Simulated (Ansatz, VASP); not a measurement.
## Two plane-wave programs on Si4GePt

```
Si Ge Pt
1.0
     4.34463    0.00000    0.00000
    -2.17231    3.76256    0.00000
     0.00000    0.00000    5.97411
Si Ge Pt
4 1 1
Direct
  0.33333 0.66667 0.78425
  0.33333 0.66667 0.21575
  0.66667 0.33333 0.78425
  0.66667 0.33333 0.21575
  0.00000 0.00000 0.50000
  0.00000 0.00000 0.00000
```

Change from the starting cell: species swapped into the TaCrB4 type (P6/mmm, No. 191).

Alike in both runs: functional PBE; k mesh 6 × 6 × 4; occupations gaussian, width 0.1 eV; no spin polarisation.

Ansatz relaxed the structure, and its values are those at the end. VASP's run is a single point on that final structure, the one shown.

|  | VASP | Ansatz |
| --- | --- | --- |
| version | VASP 6.6.1 | Ansatz 0.2.0 |
| potentials or method | VASP PAW PBE potentials, release 64 (Si, Ge_d, Pt), cutoff 520 eV | scalar-relativistic, plane waves, PAW |
| valence electrons in the cell | 40 | 48 |

```tsv
	VASP	Ansatz	Ansatz less VASP
gap on the k mesh at the Fermi level (eV)	none	none	-
pressure (GPa)	-0.2	-0.1	+0.09
rms of the force components (eV/Å)	0.010	0.007	-0.0033
```

A gap of «none» marks a metal or a gap that the smearing closes. VASP's potentials hold 40 valence electrons a cell and Ansatz's 48, so a difference there can come from the potentials and not from the codes.

Neither program's run includes spin-orbit coupling.
